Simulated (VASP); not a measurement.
The system is Al4As.

```
Al As
1.0
    -2.73973    2.73973    2.73973
     2.73973   -2.73973    2.73973
     2.73973    2.73973   -2.73973
Al As
4 1
Direct
  0.50000 0.50000 0.50000
  0.50000 0.00000 0.00000
  0.00000 0.00000 0.50000
  0.00000 0.50000 0.00000
  0.00000 0.00000 0.00000
```

The cell was generated, and may not be a known phase.

- Program: VASP 6.6.1
- Task: relaxation of cell and atoms
- Functional: PBE
- Potentials or basis: VASP PAW PBE potentials, release 64 (Al, As)
- Cutoff: 600 eV
- k mesh: 4 × 4 × 4
- Occupations: gaussian, width 0.1 eV
- Spin: no spin polarisation

At the start: pressure 26.7 GPa; volume 16.45 Å³/atom.

Q: How do energy, volume and symmetry change on relaxing?

A: Over 4 steps the energy falls by 333.0 meV/atom and the volume is 21.59 Å³/atom (+31.2 %); space group Im-3m (No. 229, to 0.1 Å) before and after.

Step by step:
```csv
step,energy change (eV),largest force (eV/Å),pressure (GPa),volume (Å³)
1,0.0000,0.0000,26.70,82.26
2,-1.4924,0.0000,-4.37,119.40
3,-1.6645,0.0000,0.30,107.25
4,-1.6650,0.0000,-0.04,107.94
```

Final structure:
```
Al As
1.0
    -2.99940    2.99940    2.99940
     2.99940   -2.99940    2.99940
     2.99940    2.99940   -2.99940
Al As
4 1
Direct
  0.50000 0.50000 0.50000
  0.50000 0.00000 0.00000
  0.00000 0.00000 0.50000
  0.00000 0.50000 0.00000
  0.00000 0.00000 0.00000
```

Caveat: the k points lie up to 0.37 Å⁻¹ apart in the final cell, too coarse for converged energies and pressures of a metal; the volume moved by over 15 % at a fixed basis, so the end points are rough.
